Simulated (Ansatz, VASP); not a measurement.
Nb: VASP beside Ansatz

INCAR

```
SYSTEM = Nb
PREC = Accurate ; ENCUT = 520
EDIFF = 1E-6 ; ISMEAR = 1
SIGMA = 0.6 ; LREAL = .False.
LASPH = .True. ; NELM = 100
ALGO = Normal ; ISIF = 2
LWAVE = .False. ; LCHARG = .False.
NBANDS = 12
```

Contents of KPOINTS:

```
regular mesh
0
Gamma
  14 14 14
  0 0 0
```

File POSCAR:

```
Nb
1.0
   -1.6231103068      1.6231103068      1.6231103068
    1.6231103068     -1.6231103068      1.6231103068
    1.6231103068      1.6231103068     -1.6231103068
Nb
1
Direct
    0.0000000000      0.0000000000      0.0000000000
```

Input for Ansatz:

```yaml
crystal:
  lattice:
    - [-1.6231103068, 1.6231103068, 1.6231103068]
    - [1.6231103068, -1.6231103068, 1.6231103068]
    - [1.6231103068, 1.6231103068, -1.6231103068]
  atoms:
    - { symbol: Nb, position: [0.0, 0.0, 0.0] }
hamiltonian:
  xc: lda
  pseudopotentials:
    kind: paw
    azcp:
      Nb: "pseudopotentials/Nb.paw.azcp"
basis:
  ecutwfc: 420
  fft_grid_basis: typed
kpoints:
  mp_grid: { grid: [14, 14, 14], shift: [0, 0, 0] }
magnetization:
  spin_polarized: false
scf:
  occupations: { method: methfessel_paxton, width: 0.6 }
  lower_state_search: "off"
output:
  stress: true
  write_density: true
  write_potential: true
  elf: true
  volumetric_format: npy
```

Alike in both runs: task single point; functional LDA; k mesh 14 × 14 × 14; occupations methfessel-paxton of order 1, width 0.6 eV; no spin polarisation.

|  | VASP | Ansatz |
| --- | --- | --- |
| version | VASP 6.6.1 | Ansatz 0.2.0 |
| potentials or method | VASP PAW LDA potentials, release 64 (Nb_sv), cutoff 520 eV | plane waves (420 eV) with PAW, scalar-relativistic |
| valence electrons in the cell | 13 | 13 |

|  | VASP | Ansatz | Ansatz less VASP |
| --- | --- | --- | --- |
| pressure (GPa) | 0.2 | 0.4 | +0.15 |

Ansatz warns that its potentials were made for another functional, while VASP's fit it. LDA's correlation is that of Perdew and Zunger in VASP and of Perdew and Wang (1992) in Ansatz.
